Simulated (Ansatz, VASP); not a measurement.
BN in VASP and in Ansatz

File INCAR:

```
SYSTEM = BN
PREC = Accurate ; ENCUT = 600
EDIFF = 1E-7 ; ISMEAR = 0
SIGMA = 0.02 ; LREAL = .False.
LASPH = .True. ; NELM = 120
ALGO = Normal ; ISIF = 3
LWAVE = .False. ; LCHARG = .False.
GGA = CA ; IBRION = 2
NSW = 100 ; EDIFFG = -0.002
GGA_COMPAT = .False. ; NELMIN = 4
```

The input KPOINTS:

```
regular mesh
0
Gamma
  12 12 12
  0 0 0
```

Contents of POSCAR:

```
BN
1.0
    0.0000000000      1.7899407191      1.7899407191
    1.7899407191      0.0000000000      1.7899407191
    1.7899407191      1.7899407191      0.0000000000
B N
1 1
Direct
    0.0000000000      0.0000000000      0.0000000000
    0.2500000000      0.2500000000      0.2500000000
```

Input for Ansatz:

```yaml
crystal:
  lattice:
    - [0.0, 1.7899407191, 1.7899407191]
    - [1.7899407191, 0.0, 1.7899407191]
    - [1.7899407191, 1.7899407191, 0.0]
  atoms:
    - { symbol: B, position: [0.0, 0.0, 0.0] }
    - { symbol: "N", position: [0.25, 0.25, 0.25] }
basis:
  ecutwfc: 420
kpoints:
  mp_grid: { grid: [12, 12, 12] }
hamiltonian:
  xc: lda
  pseudopotentials: { kind: paw, azcp: { folder: soft_1 } }
scf:
  occupations: { method: gaussian, width: 0.02 }
output:
  forces: true
  stress: true
  eigenvalues: true
  write_density: true
  write_potential: true
  elf: true
  volumetric_format: npy
relax:
  adjacent_minimum: "off"
  f_tol: 0.002
  max_steps: 80
  cell: { stress_tol: 0.02 }
```

Alike in both runs: task relaxation of cell and atoms; functional LDA; k mesh 12 × 12 × 12; occupations gaussian, width 0.02 eV; no spin polarisation.

```csv
,VASP,Ansatz
version,VASP 6.6.1,Ansatz 0.2.0
potentials or method,"VASP PAW LDA potentials, release 64 (B, N), cutoff 600 eV","scalar-relativistic, plane waves, PAW"
valence electrons in the cell,8,8
```

|  | VASP | Ansatz | Ansatz less VASP |
| --- | --- | --- | --- |
| gap on the k mesh at the Fermi level, each at its own relaxed structure (eV) | 4.38 | 4.39 | +0.014 |
| relaxed volume (Å³/atom) | 5.75 | 5.73 | -0.014 |
| relaxed cell length with the largest relative difference (Å) | 2.533 | 2.531 | -0.0020 |

Ansatz warns that its potentials were made for another functional, while VASP's fit it. LDA's correlation is that of Perdew and Zunger in VASP and of Perdew and Wang (1992) in Ansatz.
